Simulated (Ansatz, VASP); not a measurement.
In: VASP beside Ansatz

The input INCAR:

```
  PREC = Accurate
  ENCUT = 520
  EDIFF = 1E-6
  ISMEAR = -1
  SIGMA = 0.05
  LREAL = F
  LASPH = T
  NELM = 80
  ALGO = Normal
  ISIF = 2
  LWAVE = F
  LCHARG = F
  NBANDS = 12
```

The input KPOINTS:

```
Automatic mesh
0
Gamma
  14 14 14
```

POSCAR

```
In
1.0
   -1.5929539507      1.5929539507      2.4234470537
    1.5929539507     -1.5929539507      2.4234470537
    1.5929539507      1.5929539507     -2.4234470537
In
1
Direct
    0.0000000000      0.0000000000      0.0000000000
```

Input for Ansatz:

```yaml
crystal:
  lattice:
    - [-1.5929539507, 1.5929539507, 2.4234470537]
    - [1.5929539507, -1.5929539507, 2.4234470537]
    - [1.5929539507, 1.5929539507, -2.4234470537]
  atoms:
    - { symbol: In, position: [0.0, 0.0, 0.0] }
kpoints:
  mp_grid: { grid: [14, 14, 14] }
  band_path:
    path:
      - [0.0, 0.0, 0.0]
      - [0.0, 0.0, 0.5]
      - [0.25, 0.25, 0.25]
      - [0.0, 0.5, 0.0]
      - [0.0, 0.0, 0.0]
      - [0.5, 0.5, -0.5]
      - [0.3580138334, 0.6419861666, -0.3580138334]
      - [-0.3580138334, 0.3580138334, 0.3580138334]
      - [0.0, 0.0, 0.0]
    npoints: 5
scf:
  occupations: { method: fermi_dirac, width: 0.05 }
hamiltonian:
  xc: lda
  pseudopotentials: { kind: all_electron, lapw: { basis_error: 0.0005 } }
output:
  forces: true
  stress: true
  eigenvalues: true
```

Change from the starting cell: volume scaled by 0.94.

Alike in both runs: task single point; functional LDA; k mesh 14 × 14 × 14; occupations fermi-dirac, width 0.05 eV; no spin polarisation.

|  | VASP | Ansatz |
| --- | --- | --- |
| version | VASP 6.6.1 | Ansatz 0.2.0 |
| potentials or method | VASP PAW LDA potentials, release 64 (In_d), cutoff 520 eV | all-electron LAPW, scalar-relativistic |

```csv
,VASP,Ansatz,Ansatz less VASP
pressure (GPa),0.0,0.0,-0.02
"traceless stress, the component that is largest in VASP (GPa)",0.39,0.39,-0.005
```

LDA's correlation is that of Perdew and Zunger in VASP and of Perdew and Wang (1992) in Ansatz. Ansatz ran all-electron here, and VASP with PAW potentials.
